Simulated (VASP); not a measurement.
# BaZrO3 (Pm-3m) in VASP: a series of runs

Runs on BaZrO3. Level: PBEsol. Tasks: single point.

Program: VASP 6.6.1. These are calculated values, not measurements. Logs are shortened: lines on timing, memory, paths and dates and some standing lists are left out, and cuts for length are marked.

**1. The cell of the first run**

The structure is cubic, space group Pm-3m (No. 221). Conventional cell: a = 4.074 Å, b = 4.074 Å, c = 4.074 Å, α = 90.00°, β = 90.00°, γ = 90.00°. Ba (site symmetry m-3m) has 12 O at 2.88 Å and 8 Zr at 3.53 Å within 3.8 Å. Within 2.7 Å of Zr (site symmetry m-3m) lie 6 O at 2.04 Å. O (site symmetry 4/mmm) has 2 Zr at 2.04 Å within 2.7 Å.

**2. Single point, PBEsol**

INCAR reads:

```
SYSTEM = BaZrO3
PREC     = Accurate       ! precision mode
ENCUT    = 520            ! plane-wave cutoff, eV
EDIFF    = 1E-6           ! SCF threshold, eV
ISMEAR   = 0              ! smearing method
SIGMA    = 0.01           ! smearing width, eV
LREAL    = .FALSE.        ! projectors in reciprocal space
LASPH    = .TRUE.         ! aspherical terms in the spheres
NELM     = 100            ! most SCF steps
ALGO     = Normal         ! electronic algorithm
ISIF     = 2              ! what is computed and relaxed
LWAVE    = .FALSE.        ! write WAVECAR
LCHARG   = .TRUE.         ! write CHGCAR
GGA      = PS             ! functional
LELF     = .TRUE.         ! ELF
LVHAR    = .TRUE.       
NBANDS   = 28             ! bands
```

KPOINTS reads:

```
Automatic mesh
0
G
  4 4 4
  0 0 0
```

POSCAR reads:

```
BaZrO3
1.0
    4.0741349337      0.0000000000      0.0000000000
    0.0000000000      4.0741349337      0.0000000000
    0.0000000000      0.0000000000      4.0741349337
Ba Zr O
1 1 3
Direct
    0.0000000000      0.0000000000      0.0000000000
    0.5000000000      0.5000000000      0.5000000000
    0.0000000000      0.5000000000      0.5000000000
    0.5000000000      0.0000000000      0.5000000000
    0.5000000000      0.5000000000      0.0000000000
```

Potentials or basis: VASP PAW PBE potentials, release 64 (Ba_sv, Zr_sv, O).

Launch:

```bash
cat potpaw_PBE.64/Ba_sv/POTCAR potpaw_PBE.64/Zr_sv/POTCAR potpaw_PBE.64/O/POTCAR > POTCAR
mpirun -np 1 vasp_std > vasp.out
```

OUTCAR:

```text
SYSTEM = BaZrO3
   PREC = Accurate
   ENCUT = 520
   EDIFF = 1E-6
   ISMEAR = 0
   LREAL = .FALSE.
   LASPH = .TRUE.
   NELM = 100
   ISIF = 2
   GGA = PS

 ion  position               nearest neighbor table
   1  0.000  0.000  0.000-   3 2.88   4 2.88   5 2.88   3 2.88   4 2.88   3 2.88   5 2.88   3 2.88
                             4 2.88   5 2.88   4 2.88   5 2.88   2 3.53   2 3.53   2 3.53   2 3.53
   2  0.500  0.500  0.500-   3 2.04   4 2.04   5 2.04   5 2.04   4 2.04   3 2.04   1 3.53   1 3.53
                             1 3.53   1 3.53   1 3.53   1 3.53   1 3.53   1 3.53
   3  0.000  0.500  0.500-   2 2.04   2 2.04   1 2.88   1 2.88   1 2.88   1 2.88
   4  0.500  0.000  0.500-   2 2.04   2 2.04   1 2.88   1 2.88   1 2.88   1 2.88
   5  0.500  0.500  0.000-   2 2.04   2 2.04   1 2.88   1 2.88   1 2.88   1 2.88

  LATTYP: Found a simple cubic cell.
 ALAT       =     4.0741349337

  Lattice vectors:

 A1 = (   4.0741349337,   0.0000000000,   0.0000000000)
 A2 = (   0.0000000000,   4.0741349337,   0.0000000000)
 A3 = (   0.0000000000,   0.0000000000,   4.0741349337)

Analysis of symmetry for initial positions (statically):
=====================================================================
 Subroutine PRICEL returns:
 Original cell was already a primitive cell.

 Routine SETGRP: Setting up the symmetry group for a
 simple cubic supercell.

 Subroutine GETGRP returns: Found 48 space group operations
 (whereof 48 operations were pure point group operations)
 out of a pool of 48 trial point group operations.

The static configuration has the point symmetry O_h .

Analysis of symmetry for dynamics (positions and initial velocities):
=====================================================================
 Subroutine PRICEL returns:
 Original cell was already a primitive cell.

 Routine SETGRP: Setting up the symmetry group for a
 simple cubic supercell.

 Subroutine GETGRP returns: Found 48 space group operations
 (whereof 48 operations were pure point group operations)
 out of a pool of 48 trial point group operations.

The dynamic configuration has the point symmetry O_h .

 Subroutine INISYM returns: Found 48 space group operations
 (whereof 48 operations are pure point group operations),
 and found     1 'primitive' translations

----------------------------------------------------------------------------------------

[... 83 lines left out ...]
   EDIFF  = 0.1E-05   stopping-criterion for ELM
   LREAL  =      F    real-space projection
   EDIFFG = 0.1E-04   stopping-criterion for IOM
   NSW    =      0    number of steps for IOM
   IBRION =     -1    ionic relax: 0-MD 1-quasi-New 2-CG
   NFREE  =      0    steps in history (QN), initial steepest desc. (CG)
   ISIF   =      2    stress and relaxation
   ISYM   =      2    0-nonsym 1-usesym 2-fastsym
   POTIM  = 0.5000    time-step for ionic-motion
   TEBEG  =    0.0;   TEEND  =   0.0 temperature during run
   PSTRESS=    0.0 pullay stress
   NELECT =      40.0000    total number of electrons
   NUPDOWN=      -1.0000    fix difference up-down
   EMIN   =  10.00;   EMAX   =-10.00  energy-range for DOS
   EFERMI =   0.00;   METHOD = LEGACY
   ISMEAR =     0;   SIGMA  =   0.01  broadening in eV -4-tet -1-fermi 0-gaus
   EFERMI_NEDOS =   21; number of points for ismear=-14 and -15
   IALGO  =     38    algorithm
   IMIX   =      4    mixing-type and parameters
     AMIX     =   0.40;   BMIX     =  1.00
     AMIX_MAG =   1.60;   BMIX_MAG =  1.00
  volume/ion in A,a.u.               =      13.52        91.27
  Fermi-wavevector in a.u.,A,eV,Ry     =   1.374230  2.596918 25.694712  1.888508
  Thomas-Fermi vector in A             =   2.499675
   LORBIT       =      0    0 simple, 1 ext, 2 COOP (PROOUT), +10 PAW based schemes
   GGA     = PS    functional components
   LHFCALC =     F    Hartree Fock is set to
   AEXX    =    0.0000 exact exchange contribution
   IVDW    =     0    specifies the selected vdW correction
   LEPSILON=     F    determine dielectric tensor
   LRPA    =     F    only Hartree local field effects (RPA)
 non-spin polarized calculation
 Gauss-broadening in eV      SIGMA  =   0.01
  energy-cutoff  :      520.00
  volume of cell :       67.62
 maximum number of plane-waves:      1856
   NGX = 15   NGY = 15   NGZ = 15

 number of electron      39.9999977 magnetization

 Free energy of the ion-electron system (eV)
  ---------------------------------------------------
  ext. energy  EPLUGINS =         0.00000000
  ---------------------------------------------------
  free energy    TOTEN  =       -43.31886644 eV

  energy without entropy =      -43.31886644  energy(sigma->0) =      -43.31886644

 E-fermi :   4.3517     XC(G=0): -11.4583

 val. band max:        4.2714840128   @ k =   0.5000   0.5000   0.5000
 cond. band min:       7.5327384975   @ k =   0.0000   0.0000   0.0000
 fundamental gap:      3.2612544847
 Fermi energy:         4.3516842252

 k-point     1 :       0.0000    0.0000    0.0000
  band No.  band energies     occupation
      1     -42.0903      2.00000
      2     -20.7371      2.00000
      3     -20.4335      2.00000
      4     -20.4335      2.00000
      5     -20.4335      2.00000
      6     -12.1485      2.00000
[... 299 lines left out ...]
     27      14.0022      0.00000
     28      14.0022      0.00000

------------------------ aborting loop because EDIFF is reached ----------------------------------------

  FORCE on cell =-STRESS in cart. coord.  units (eV):
  Direction    XX          YY          ZZ          XY          YZ          ZX
  --------------------------------------------------------------------------------------
  -------------------------------------------------------------------------------------
  Total        7.0202315      7.0202315      7.0202315     -0.0000000     -0.0000000      0.0000000
  in kB      166.3243335    166.3243335    166.3243335     -0.0000000     -0.0000000      0.0000000
  external PRESSURE =     166.3243335 kB  Pullay stress =       0.0000000 kB

 VOLUME and BASIS-vectors are now :
 -----------------------------------------------------------------------------
  energy-cutoff  :      520.00
  volume of cell :       67.62
      direct lattice vectors                 reciprocal lattice vectors
     4.074134934  0.000000000  0.000000000     0.245450879  0.000000000  0.000000000
     0.000000000  4.074134934  0.000000000     0.000000000  0.245450879  0.000000000
     0.000000000  0.000000000  4.074134934     0.000000000  0.000000000  0.245450879

 POSITION                                       TOTAL-FORCE (eV/Angst)
 -----------------------------------------------------------------------------------
      0.00000      0.00000      0.00000         0.000000      0.000000      0.000000
      2.03707      2.03707      2.03707         0.000000      0.000000      0.000000
      0.00000      2.03707      2.03707         0.000000      0.000000      0.000000
      2.03707      0.00000      2.03707         0.000000      0.000000      0.000000
      2.03707      2.03707      0.00000         0.000000      0.000000      0.000000
 -----------------------------------------------------------------------------------
    total drift:                                0.000000      0.000000     -0.000000

  FREE ENERGIE OF THE ION-ELECTRON SYSTEM (eV)
  ---------------------------------------------------
  free  energy   TOTEN  =       -43.3188664361 eV

  energy  without entropy=      -43.3188664361  energy(sigma->0) =      -43.31886644
```

OSZICAR:

```text
N       E                     dE             d eps       ncg     rms          rms(c)
DAV:   1     0.300255808978E+03    0.30026E+03   -0.22097E+04   560   0.142E+03
DAV:   2    -0.304132646649E+02   -0.33067E+03   -0.32063E+03   704   0.353E+02
DAV:   3    -0.494908020228E+02   -0.19078E+02   -0.19002E+02   880   0.793E+01
DAV:   4    -0.500330481448E+02   -0.54225E+00   -0.54148E+00   764   0.107E+01
DAV:   5    -0.500434852473E+02   -0.10437E-01   -0.10437E-01   788   0.121E+00    0.350E+01
DAV:   6    -0.434244426582E+02    0.66190E+01   -0.32138E+01   664   0.371E+01    0.163E+01
DAV:   7    -0.433483666341E+02    0.76076E-01   -0.22055E+00   756   0.826E+00    0.948E+00
DAV:   8    -0.433219028952E+02    0.26464E-01   -0.22599E-01   652   0.358E+00    0.610E-01
DAV:   9    -0.433187149150E+02    0.31880E-02   -0.44244E-02   740   0.117E+00    0.469E-01
DAV:  10    -0.433190536367E+02   -0.33872E-03   -0.10252E-02   716   0.835E-01    0.193E-01
DAV:  11    -0.433188571635E+02    0.19647E-03   -0.11723E-03   664   0.284E-01    0.297E-02
DAV:  12    -0.433188681151E+02   -0.10952E-04   -0.78278E-05   732   0.584E-02    0.302E-02
DAV:  13    -0.433188669060E+02    0.12090E-05   -0.55737E-06   672   0.164E-02    0.408E-03
DAV:  14    -0.433188664361E+02    0.46994E-06   -0.12634E-06   536   0.781E-03
   1 F= -.43318866E+02 E0= -.43318866E+02  d E =-.307768E-31
```

stdout:

```text
POSCAR found type information on POSCAR BaZrO
 POSCAR found :  3 types and       5 ions
 scaLAPACK will be used
 -----------------------------------------------------------------------------
|                                                                             |
|                                                                             |
|     You enforced a specific xc type in the INCAR file but a different       |
|     I HOPE YOU KNOW WHAT YOU ARE DOING!                                     |
|                                                                             |
 -----------------------------------------------------------------------------

 LDA part: xc-table for (Slater+PW92), standard interpolation
 POSCAR, INCAR and KPOINTS ok, starting setup
 FFT: planning ... GRIDC
 FFT: planning ... GRID_SOFT
 FFT: planning ... GRID
 WAVECAR not read
 entering main loop
```

Wall time 9.2 s (1 thread of Intel Xeon 6975P-C (Granite Rapids), shared host); peak memory 0.17 GiB.

Results:

```yaml
Free_energy: -43.3189 eV
Pressure: 16.6 GPa
Band_gap_on_the_k_mesh: 3.26 eV, indirect (least direct gap 3.36 eV)
```

Levels at points of the mesh, in eV from the valence-band top:
| k point | band 16 | band 17 | band 18 | band 19 | band 20 | band 21 | band 22 | band 23 | band 24 | band 25 |
| --- | --- | --- | --- | --- | --- | --- | --- | --- | --- | --- |
| (0.00, 0.00, 0.00) | -1.13 | -1.13 | -0.10 | -0.10 | -0.10 | 3.26 | 3.26 | 3.26 | 4.63 | 4.63 |
| (0.50, 0.00, 0.00) | -1.92 | -1.88 | -1.88 | -0.29 | -0.29 | 3.80 | 6.25 | 6.25 | 6.68 | 7.04 |
| (0.50, 0.50, 0.00) | -2.74 | -0.92 | -0.92 | -0.54 | -0.09 | 6.20 | 6.20 | 6.88 | 6.96 | 8.33 |
| (0.50, 0.50, 0.50) | -2.58 | -2.58 | 0.00 | 0.00 | 0.00 | 6.24 | 6.24 | 6.24 | 7.75 | 7.75 |

Caveat: the PAW data sets were made with another functional, which shifts forces and pressure a little; spin-orbit coupling is left out, which moves the levels of the heavy elements. A k mesh can miss the band edges.

**3. Single point, PBEsol**

This run uses another cell than the first one, of 13.84 Å³/atom, 1.023 times its volume.

INCAR reads:

```
PREC = Accurate
ENCUT = 520
EDIFF = 1E-7
ISMEAR = 0
SIGMA = 0.01
LREAL = False
LASPH = True
NELM = 100
ALGO = Normal
ISIF = 2
LWAVE = False
LCHARG = False
GGA = PS
NBANDS = 28
```

KPOINTS reads:

```
Automatic mesh
0
Gamma
  4 4 4
```

POSCAR, as its differences from that of step 2:

```diff
@@ -2,5 +2,5 @@
 1.0
-    4.0741349337      0.0000000000      0.0000000000
-    0.0000000000      4.0741349337      0.0000000000
-    0.0000000000      0.0000000000      4.0741349337
+    4.1056902405      0.0000000000      0.0000000000
+    0.0000000000      4.1056902405      0.0000000000
+    0.0000000000      0.0000000000      4.1056902405
 Ba Zr O
```

Potentials or basis: VASP PAW PBE potentials, release 64 (Ba_sv, Zr_sv, O).

Launch:

```bash
cat potpaw_PBE.64/Ba_sv/POTCAR potpaw_PBE.64/Zr_sv/POTCAR potpaw_PBE.64/O/POTCAR > POTCAR
mpirun -np 1 vasp_std > vasp.out
```

Run time: 9 s. Hardware: 1 thread of Intel Xeon 6975P-C (Granite Rapids), shared host; peak memory 0.18 GiB.

Results (log left out):

```yaml
Free_energy: -43.4591 eV
Pressure: 11.5 GPa
Band_gap_on_the_k_mesh: 3.22 eV, indirect (least direct gap 3.36 eV)
```

Levels at points of the mesh, in eV from the valence-band top:
```csv
k point,band 17,band 18,band 19,band 20,band 21,band 22,band 23,band 24
"(0.00, 0.00, 0.00)",-1.10,-0.14,-0.14,-0.14,3.22,3.22,3.22,4.61
"(0.50, 0.00, 0.00)",-1.85,-1.85,-0.34,-0.34,3.74,6.09,6.09,6.59
"(0.50, 0.50, 0.00)",-0.93,-0.93,-0.62,-0.09,6.05,6.05,6.75,6.82
"(0.50, 0.50, 0.50)",-2.58,0.00,0.00,0.00,6.14,6.14,6.14,7.54
```

Caveat: the PAW data sets were made with another functional, which shifts forces and pressure a little; spin-orbit coupling is left out, which moves the levels of the heavy elements.

**4. Single point, PBEsol**

This run uses another cell than the first one, of 13.84 Å³/atom, 1.023 times its volume.

INCAR reads:

```
SYSTEM = BaZrO3
PREC = Accurate
ENCUT = 520
EDIFF = 1E-7
ISMEAR = 0
SIGMA = 0.01
LREAL = .False.
LASPH = .True.
NELM = 60
ALGO = Normal
ISIF = 2
LWAVE = .False.
LCHARG = .False.
GGA = PS
NBANDS = 28
```

KPOINTS reads:

```
regular mesh
0
Gamma
  4 4 4
  0 0 0
```

POSCAR is that of step 3.

Launch:

```bash
cat potpaw_PBE.64/Ba_sv/POTCAR potpaw_PBE.64/Zr_sv/POTCAR potpaw_PBE.64/O/POTCAR > POTCAR
mpirun -np 1 vasp_std > vasp.out
```

Wall time 9.2 s (1 thread of Intel Xeon 6975P-C (Granite Rapids), shared host); peak memory 0.18 GiB.

The run converged. Its results:

```
Free energy            : -43.4591 eV
Pressure               : 11.5 GPa
Band gap on the k mesh : 3.22 eV, indirect (least direct gap 3.36 eV)
```

Levels at points of the mesh, in eV from the valence-band top:
| k point | band 18 | band 19 | band 20 | band 21 | band 22 | band 23 |
| --- | --- | --- | --- | --- | --- | --- |
| (0.00, 0.00, 0.00) | -0.14 | -0.14 | -0.14 | 3.22 | 3.22 | 3.22 |
| (0.50, 0.00, 0.00) | -1.85 | -0.34 | -0.34 | 3.74 | 6.09 | 6.09 |
| (0.50, 0.50, 0.00) | -0.93 | -0.62 | -0.09 | 6.05 | 6.05 | 6.75 |
| (0.50, 0.50, 0.50) | 0.00 | 0.00 | 0.00 | 6.14 | 6.14 | 6.14 |

Caveat: the PAW data sets were made with another functional, which shifts forces and pressure a little; spin-orbit coupling is left out, which moves the levels of the heavy elements.

**5. Single point, PBEsol**

This run uses another cell than the first one, of 14.28 Å³/atom, 1.056 times its volume.

INCAR reads:

```
SYSTEM = BaZrO3
ALGO = Normal
EDIFF = 1E-6
ENCUT = 520
GGA = PS
ISIF = 2
ISMEAR = 0
LASPH = .TRUE.
LCHARG = .FALSE.
LREAL = .FALSE.
LWAVE = .FALSE.
NBANDS = 28
NELM = 100
PREC = Accurate
SIGMA = 0.01
```

KPOINTS reads:

```
k-points
0
G
  4 4 4
  0 0 0
```

POSCAR, as its differences from that of step 4:

```diff
@@ -2,5 +2,5 @@
 1.0
-    4.1056902405      0.0000000000      0.0000000000
-    0.0000000000      4.1056902405      0.0000000000
-    0.0000000000      0.0000000000      4.1056902405
+    4.1485523586      0.0000000000      0.0000000000
+    0.0000000000      4.1485523586      0.0000000000
+    0.0000000000      0.0000000000      4.1485523586
 Ba Zr O
```

Launch:

```bash
cat potpaw_PBE.64/Ba_sv/POTCAR potpaw_PBE.64/Zr_sv/POTCAR potpaw_PBE.64/O/POTCAR > POTCAR
mpirun -np 1 vasp_std > vasp.out
```

It took 8.2 s on 1 thread of Intel Xeon 6975P-C (Granite Rapids), shared host; peak memory 0.18 GiB.

It converged, with:

```
Free energy            : -43.5749 eV
Pressure               : 5.3 GPa
Band gap on the k mesh : 3.16 eV, indirect (least direct gap 3.34 eV)
```

Levels at points of the mesh, in eV from the valence-band top:
```tsv
k point	band 16	band 17	band 18	band 19	band 20	band 21	band 22	band 23	band 24	band 25
(0.00, 0.00, 0.00)	-1.05	-1.05	-0.18	-0.18	-0.18	3.16	3.16	3.16	4.57	4.57
(0.50, 0.00, 0.00)	-1.81	-1.80	-1.80	-0.40	-0.40	3.65	5.88	5.88	6.47	6.75
(0.50, 0.50, 0.00)	-2.55	-0.94	-0.94	-0.71	-0.08	5.85	5.85	6.59	6.63	7.89
(0.50, 0.50, 0.50)	-2.58	-2.58	0.00	0.00	0.00	6.02	6.02	6.02	7.26	7.26
```

Caveat: the PAW data sets were made with another functional, which shifts forces and pressure a little; spin-orbit coupling is left out, which moves the levels of the heavy elements.

**6. Single point, PBEsol**

This run uses another cell than the first one, of 14.05 Å³/atom, 1.039 times its volume.

INCAR reads:

```
SYSTEM = BaZrO3
ALGO = Normal ; EDIFF = 1E-6
ENCUT = 520 ; GGA = PS
ISIF = 2 ; ISMEAR = 0
LASPH = .True. ; LCHARG = .False.
LREAL = .False. ; LWAVE = .False.
NBANDS = 28 ; NELM = 60
PREC = Accurate ; SIGMA = 0.01
```

KPOINTS reads:

```
k-points
0
Gamma
  4 4 4
  0 0 0
```

POSCAR, as its differences from that of step 5:

```diff
@@ -2,5 +2,5 @@
 1.0
-    4.1485523586      0.0000000000      0.0000000000
-    0.0000000000      4.1485523586      0.0000000000
-    0.0000000000      0.0000000000      4.1485523586
+    4.1263799403      0.0000000000      0.0000000000
+    0.0000000000      4.1263799403      0.0000000000
+    0.0000000000      0.0000000000      4.1263799403
 Ba Zr O
```

Potentials or basis: VASP PAW PBE potentials, release 64 (Ba_sv, Zr_sv, O).

Launch:

```bash
cat potpaw_PBE.64/Ba_sv/POTCAR potpaw_PBE.64/Zr_sv/POTCAR potpaw_PBE.64/O/POTCAR > POTCAR
mpirun -np 1 vasp_std > vasp.out
```

Run time: 9.2 s. Hardware: 1 thread of Intel Xeon 6975P-C (Granite Rapids), shared host; peak memory 0.18 GiB.

The run converged. Its results:

```
Free energy            : -43.5254 eV
Pressure               : 8.4 GPa
Band gap on the k mesh : 3.19 eV, indirect (least direct gap 3.35 eV)
```

Levels at points of the mesh, in eV from the valence-band top:
| k point | band 16 | band 17 | band 18 | band 19 | band 20 | band 21 | band 22 | band 23 | band 24 | band 25 |
| --- | --- | --- | --- | --- | --- | --- | --- | --- | --- | --- |
| (0.00, 0.00, 0.00) | -1.07 | -1.07 | -0.16 | -0.16 | -0.16 | 3.19 | 3.19 | 3.19 | 4.59 | 4.59 |
| (0.50, 0.00, 0.00) | -1.85 | -1.83 | -1.83 | -0.37 | -0.37 | 3.69 | 5.99 | 5.99 | 6.53 | 6.84 |
| (0.50, 0.50, 0.00) | -2.60 | -0.93 | -0.93 | -0.66 | -0.08 | 5.95 | 5.95 | 6.67 | 6.73 | 8.02 |
| (0.50, 0.50, 0.50) | -2.58 | -2.58 | 0.00 | 0.00 | 0.00 | 6.08 | 6.08 | 6.08 | 7.40 | 7.40 |

Caveat: the PAW data sets were made with another functional, which shifts forces and pressure a little; spin-orbit coupling is left out, which moves the levels of the heavy elements.

**7. Overview**

```csv
cell,gap on the mesh (eV),pressure (GPa)
"a = 4.074 Å, 5 atoms",3.26,16.6
"a = 4.106 Å, 5 atoms",3.22,11.5
"a = 4.149 Å, 5 atoms",3.16,5.3
"a = 4.126 Å, 5 atoms",3.19,8.4
```

Alike in all rows: task single point; level PBEsol; potentials or basis VASP PAW PBE potentials, release 64 (Ba_sv, Zr_sv, O); no spin polarisation; k mesh 4 × 4 × 4; cutoff (eV) 520; smearing gaussian 0.01 eV.

Caveats: the PAW data sets were made with another functional, which shifts forces and pressure a little; spin-orbit coupling is left out, which moves the levels of the heavy elements.

Absolute energies hang on the potentials; compare differences alone.
